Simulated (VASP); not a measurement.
# Al2B2As (P4/mbm) in VASP: a series of runs, part 2 of 2

VASP 6.6.1. Earlier steps stand in the parts before.

**3. Relaxation of cell and atoms, PBE**

This run uses another cell than the first one, of 11.42 Å³/atom, 0.767 times its volume.

INCAR reads:

```
SYSTEM = Al2B2As
PREC     = Accurate       ! precision mode
ENCUT    = 600            ! plane-wave cutoff, eV
EDIFF    = 1E-7           ! SCF threshold, eV
ISMEAR   = 0              ! smearing method
SIGMA    = 0.1            ! smearing width, eV
LREAL    = .FALSE.        ! projectors in reciprocal space
LASPH    = .TRUE.         ! aspherical terms in the spheres
NELM     = 60             ! most SCF steps
ALGO     = Normal         ! electronic algorithm
ISIF     = 3              ! what is computed and relaxed
LWAVE    = .FALSE.        ! write WAVECAR
LCHARG   = .FALSE.        ! write CHGCAR
GGA      = PE             ! functional
IBRION   = 2              ! ionic algorithm
NSW      = 90             ! ionic steps
EDIFFG   = -0.04          ! ionic threshold
```

KPOINTS reads:

```
Automatic mesh
0
G
  4 4 6
  0 0 0
```

POSCAR reads:

```
Al2B2As
1.0
    5.5797023500      0.0000000000      0.0000000000
    0.0000000000      5.5797023500      0.0000000000
    0.0000000000      0.0000000000      3.6687779900
Al B As
4 4 2
Direct
    0.3624000000      0.8624000000      0.5000000000
    0.1376000000      0.3624000000      0.5000000000
    0.6376000000      0.1376000000      0.5000000000
    0.8624000000      0.6376000000      0.5000000000
    0.1618999900      0.6618999900      0.5000000000
    0.3381000100      0.1618999900      0.5000000000
    0.8381000100      0.3381000100      0.5000000000
    0.6618999900      0.8381000100      0.5000000000
    0.0000000000      0.0000000000      0.0000000000
    0.5000000000      0.5000000000      0.0000000000
```

Potentials or basis: VASP PAW PBE potentials, release 64 (Al, B, As).

Run with:

```sh
> cat potpaw_PBE.64/Al/POTCAR potpaw_PBE.64/B/POTCAR potpaw_PBE.64/As/POTCAR > POTCAR
> mpirun -np 1 vasp_std > vasp.out
```

OUTCAR:

```text
SYSTEM = Al2B2As
   PREC = Accurate
   ENCUT = 600
   EDIFF = 1E-7
   ISMEAR = 0
   LREAL = .FALSE.
   LASPH = .TRUE.
   NELM = 60
   ISIF = 3
   GGA = PE
   IBRION = 2
   NSW = 90
   EDIFFG = -0.04

 ion  position               nearest neighbor table
   1  0.362  0.862  0.500-   5 1.58   6 1.68   8 1.68   3 2.17   9 2.84  10 2.84   9 2.84  10 2.84
                             4 3.06   2 3.06   2 3.06   4 3.06
   2  0.138  0.362  0.500-   6 1.58   5 1.68   7 1.68   4 2.17   9 2.84  10 2.84   9 2.84  10 2.84
                             1 3.06   3 3.06   1 3.06   3 3.06
   3  0.638  0.138  0.500-   7 1.58   6 1.68   8 1.68   1 2.17   9 2.84  10 2.84   9 2.84  10 2.84
                             4 3.06   2 3.06   4 3.06   2 3.06
   4  0.862  0.638  0.500-   8 1.58   7 1.68   5 1.68   2 2.17   9 2.84  10 2.84   9 2.84  10 2.84
                             3 3.06   1 3.06   3 3.06   1 3.06
   5  0.162  0.662  0.500-   1 1.58   2 1.68   4 1.68
   6  0.338  0.162  0.500-   2 1.58   1 1.68   3 1.68
   7  0.838  0.338  0.500-   3 1.58   2 1.68   4 1.68
   8  0.662  0.838  0.500-   4 1.58   3 1.68   1 1.68
   9  0.000  0.000  0.000-   1 2.84   2 2.84   3 2.84   4 2.84   1 2.84   2 2.84   3 2.84   4 2.84

  10  0.500  0.500  0.000-   1 2.84   2 2.84   3 2.84   4 2.84   1 2.84   2 2.84   3 2.84   4 2.84

  LATTYP: Found a simple tetragonal cell.
 ALAT       =     5.5797023500
 C/A-ratio  =     0.6575221687

  Lattice vectors:
[... 194 lines left out ...]
  ext. energy  EPLUGINS =         0.00000000
  ---------------------------------------------------
  free energy    TOTEN  =       -16.85225539 eV

  energy without entropy =      -16.81929840  energy(sigma->0) =      -16.83577690

------------------------ aborting loop because EDIFF is reached ----------------------------------------

  FORCE on cell =-STRESS in cart. coord.  units (eV):
  Direction    XX          YY          ZZ          XY          YZ          ZX
  --------------------------------------------------------------------------------------
  -------------------------------------------------------------------------------------
  Total      114.8129058    114.8129058      1.6295793      0.0000000      0.0000000     -0.0000000
  in kB     1610.4891199   1610.4891199     22.8582299      0.0000000      0.0000000     -0.0000000
  external PRESSURE =    1081.2788232 kB  Pullay stress =       0.0000000 kB
[... 1378 lines left out ...]
     22       5.9598      0.00000
     23       5.9598      0.00000

[... ionic steps 4 to 17 ...]

--------------------------------------- Ionic step       18  -------------------------------------------

 number of electron      33.9999996 magnetization

------------------------ aborting loop because EDIFF is reached ----------------------------------------
[... 83 lines left out ...]
--------------------------------------- Ionic step       20  -------------------------------------------

 number of electron      33.9999997 magnetization

 Free energy of the ion-electron system (eV)
  ---------------------------------------------------
  ext. energy  EPLUGINS =         0.00000000
  ---------------------------------------------------
  free energy    TOTEN  =       -41.59183136 eV

  energy without entropy =      -41.56010627  energy(sigma->0) =      -41.57596881

 E-fermi :   5.7126     XC(G=0): -10.2360

 val. band max:        5.7096959528   @ k =   0.5000   0.2500   0.3333
 cond. band min:       5.7465029888   @ k =   0.2500   0.0000   0.3333
 fundamental gap:      0.0368070360
 Fermi energy:         5.7125899163
[... 659 lines left out ...]
  FREE ENERGIE OF THE ION-ELECTRON SYSTEM (eV)
  ---------------------------------------------------
  free  energy   TOTEN  =       -41.5918313568 eV

  energy  without entropy=      -41.5601062661  energy(sigma->0) =      -41.57596881

 reached required accuracy - stopping structural energy minimisation
```

OSZICAR:

```text
N       E                     dE             d eps       ncg     rms          rms(c)
DAV:   1     0.133193837804E+03    0.13319E+03   -0.16190E+04  1104   0.146E+03
[... 217 lines left out ...]
DAV:   2    -0.415921455190E+02    0.65979E-03   -0.27620E-03  1380   0.266E-01    0.828E-02
DAV:   3    -0.415918501199E+02    0.29540E-03   -0.57993E-04  1411   0.985E-02    0.231E-02
DAV:   4    -0.415918317954E+02    0.18325E-04   -0.65990E-05  1305   0.394E-02    0.114E-02
DAV:   5    -0.415918309020E+02    0.89344E-06   -0.97266E-06  1389   0.135E-02    0.674E-03
DAV:   6    -0.415918312628E+02   -0.36080E-06   -0.98514E-07  1469   0.469E-03    0.182E-03
DAV:   7    -0.415918313643E+02   -0.10150E-06   -0.11492E-07   728   0.186E-03    0.267E-04
DAV:   8    -0.415918313568E+02    0.74967E-08   -0.29090E-08   552   0.854E-04
  20 F= -.41591831E+02 E0= -.41575969E+02  d E =-.305995E-02
```

CONTCAR:

```text
Al2B2As
   1.00000000000000
     7.1232279253483339    0.0000000000000000   -0.0000000000000000
     0.0000000000000000    7.1232279253483339    0.0000000000000000
     0.0000000000000000   -0.0000000000000000    2.9567938332678536
  Al              B               As
     4     4     2
Direct
     0.3725928334579478    0.8725928334579478    0.5000000000000000
     0.1274071665420521    0.3725928334579478    0.5000000000000000
     0.6274071665420522    0.1274071665420521    0.5000000000000000
     0.8725928334579478    0.6274071665420522    0.5000000000000000
     0.1710931057633735    0.6710931057633733    0.5000000000000000
     0.3289068942366266    0.1710931057633735    0.5000000000000000
     0.8289068942366267    0.3289068942366266    0.5000000000000000
     0.6710931057633733    0.8289068942366267    0.5000000000000000
     0.0000000000000000    0.0000000000000000    0.0000000000000000
     0.5000000000000000    0.5000000000000000    0.0000000000000000

  0.00000000E+00  0.00000000E+00  0.00000000E+00
  0.00000000E+00  0.00000000E+00  0.00000000E+00
  0.00000000E+00  0.00000000E+00  0.00000000E+00
  0.00000000E+00  0.00000000E+00  0.00000000E+00
  0.00000000E+00  0.00000000E+00  0.00000000E+00
  0.00000000E+00  0.00000000E+00  0.00000000E+00
  0.00000000E+00  0.00000000E+00  0.00000000E+00
  0.00000000E+00  0.00000000E+00  0.00000000E+00
  0.00000000E+00  0.00000000E+00  0.00000000E+00
  0.00000000E+00  0.00000000E+00  0.00000000E+00
```

Run time: 20 min. Hardware: 1 thread of Intel Xeon 6975P-C, shared host; peak memory 0.31 GiB.

What came out:

| Item | Value |
| --- | --- |
| Free energy | -41.5918 eV |
| Relaxed volume | 15.00 Å³/atom |
| Relaxed cell | a = 7.123 Å, b = 7.123 Å, c = 2.957 Å, α = 90.00°, β = 90.00°, γ = 90.00° |
| Space group after relaxing (to 0.05 Å) | P4/mbm (No. 127) |
| Energy gained by relaxing | 2474.0 meV/atom |
| Ionic steps | 20 |
| Pressure after relaxing | -0.1 GPa |
| Largest force after relaxing | 0.038 eV/Å |
| Band gap on the k mesh | zero (band 17 reaches 8.50 eV, above the bottom of band 18 at 4.51 eV) |

Forces in eV/Å, atoms in the order of the input:
```
Al   0.027  0.027  0.000
Al  -0.027  0.027  0.000
Al  -0.027 -0.027  0.000
Al   0.027 -0.027  0.000
B   -0.003 -0.003  0.000
B    0.003 -0.003  0.000
B    0.003  0.003  0.000
B   -0.003  0.003  0.000
As   0.000  0.000  0.000
As   0.000  0.000  0.000
```

Stress tensor (GPa, compression positive):
```
-0.06  0.00  0.00
 0.00 -0.06  0.00
 0.00  0.00 -0.16
```

The path:
```
step  energy change (eV)  largest force (eV/Å)  pressure (GPa)  volume (Å³)
   1              0.0000                0.6793          108.13       114.22
   2            -15.0093                0.3115          -13.99       277.96
   3            -23.2367                0.5535           -3.89       185.80
   4            -23.2602                0.5924           -2.98       183.78
   5            -23.2665                0.6266           -2.15       182.05
   6            -23.5673                0.4965           -2.14       176.73
   7            -24.3369                0.9587           -1.33       160.61
   8            -22.4737                4.5378           16.36       127.65
   9            -24.4692                1.3876           -0.59       155.79
  10            -24.6412                0.8510           -0.47       152.81
  11            -24.6870                0.4337           -0.17       150.49
  12            -24.6874                0.3954           -0.13       150.27
  13            -24.7012                0.3048           -0.13       150.36
  14            -24.7269                0.1880           -0.09       150.64
  15            -24.7142                0.3791            0.10       151.19
  16            -24.7316                0.1598           -0.04       150.84
  17            -24.7364                0.0402           -0.22       150.82
  18            -24.7365                0.0604           -0.24       150.82
  19            -24.7387                0.0255           -0.18       150.44
  20            -24.7396                0.0383           -0.09       150.03
```

Final structure:
```cif
data_structure
_symmetry_space_group_name_H-M 'P 1'
_symmetry_Int_Tables_number 1
_cell_length_a 7.1232
_cell_length_b 7.1232
_cell_length_c 2.9568
_cell_angle_alpha 90.000
_cell_angle_beta 90.000
_cell_angle_gamma 90.000
_cell_volume 150.03
loop_
_atom_site_label
_atom_site_type_symbol
_atom_site_fract_x
_atom_site_fract_y
_atom_site_fract_z
_atom_site_occupancy
Al1 Al 0.37259 0.87259 0.50000 1
Al2 Al 0.12741 0.37259 0.50000 1
Al3 Al 0.62741 0.12741 0.50000 1
Al4 Al 0.87259 0.62741 0.50000 1
B1 B 0.17109 0.67109 0.50000 1
B2 B 0.32891 0.17109 0.50000 1
B3 B 0.82891 0.32891 0.50000 1
B4 B 0.67109 0.82891 0.50000 1
As1 As 0.00000 0.00000 0.00000 1
As2 As 0.50000 0.50000 0.00000 1
```

Levels at points of the mesh, in eV from the Fermi level:
```tsv
k point	band 15	band 16	band 17	band 18	band 19	band 20
(0.00, 0.00, 0.00)	0.21	0.21	1.35	1.35	2.03	2.56
(0.50, 0.00, 0.00)	0.25	0.25	2.39	2.39	2.54	2.54
(0.50, 0.50, 0.00)	0.09	0.09	2.79	2.79	3.32	3.32
(0.00, 0.00, 0.50)	-2.75	-1.54	-1.54	-0.73	-0.60	0.35
(0.50, 0.00, 0.50)	-1.30	-1.30	-0.49	-0.49	-0.09	-0.09
(0.50, 0.50, 0.50)	-1.55	-1.55	-1.01	-1.01	-0.94	-0.94
```

Caveat: the volume moved by over 15 % at a fixed basis, so the end points are rough.
